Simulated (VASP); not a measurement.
Set up this calculation in VASP 6.6.1, as the native input.

```
Task                   : single point
Functional             : PBE
Potentials or basis    : VASP PAW PBE potentials, release 64 (Lu, Pd, O)
Cutoff                 : 520 eV
k mesh                 : 6 × 6 × 6
Occupations            : gaussian, width 0.1 eV
Spin                   : collinear spin
Starting moments       : [0.0, 1.0, 1.0, 0.0, 0.0] μB
Dipole correction      : no
Further INCAR settings : ALGO = Normal; EDIFF = 1e-06; NBANDS = 40
```

The structure of LuPd2O2 lies in POSCAR:

```
LuPd2O2
1.0
   -2.2390312400      2.2390312400      4.0912399500
    2.2390312400     -2.2390312400      4.0912399500
    2.2390312400      2.2390312400     -4.0912399500
Lu Pd O
1 2 2
Direct
    0.5000000000      0.5000000000      0.0000000000
    0.8398936000      0.8398936000      0.0000000000
    0.1601064000      0.1601064000      0.0000000000
    0.5000000000      0.0000000000      0.5000000000
    0.0000000000      0.5000000000      0.5000000000
```

The cell was generated, and may not be a known phase.

The input as run:

INCAR

```
PREC = Accurate
ENCUT = 520
EDIFF = 1E-6
ISMEAR = 0
SIGMA = 0.1
LREAL = False
LASPH = True
NELM = 150
ALGO = Normal
ISIF = 2
LWAVE = False
LCHARG = False
ISPIN = 2
MAGMOM = 0 1 1 0 0
LORBIT = 11
LMAXMIX = 4
GGA = PE
NBANDS = 40
```

KPOINTS

```
Automatic mesh
0
Gamma
  6 6 6
```

Potentials or basis: VASP PAW PBE potentials, release 64 (Lu, Pd, O).

The run is started by

```bash
$ cat potpaw_PBE.64/Lu/POTCAR potpaw_PBE.64/Pd/POTCAR potpaw_PBE.64/O/POTCAR > POTCAR
$ mpirun -np 1 vasp_std > vasp.out
```

It gave:

The pressure is -7.4 GPa. The largest force is 0.092 eV/Å. The net moment is 0.00 μB per cell and the valence electrons inside the program's atomic spheres are Lu 23.29; Pd 9.10; O 4.89.

Caveat: the stress differs along the axes, from -11 to 1 GPa.

Run time: 8.8 min on 1 thread of Intel Xeon 8259CL, with other jobs on the host, peak memory 0.4 GiB.
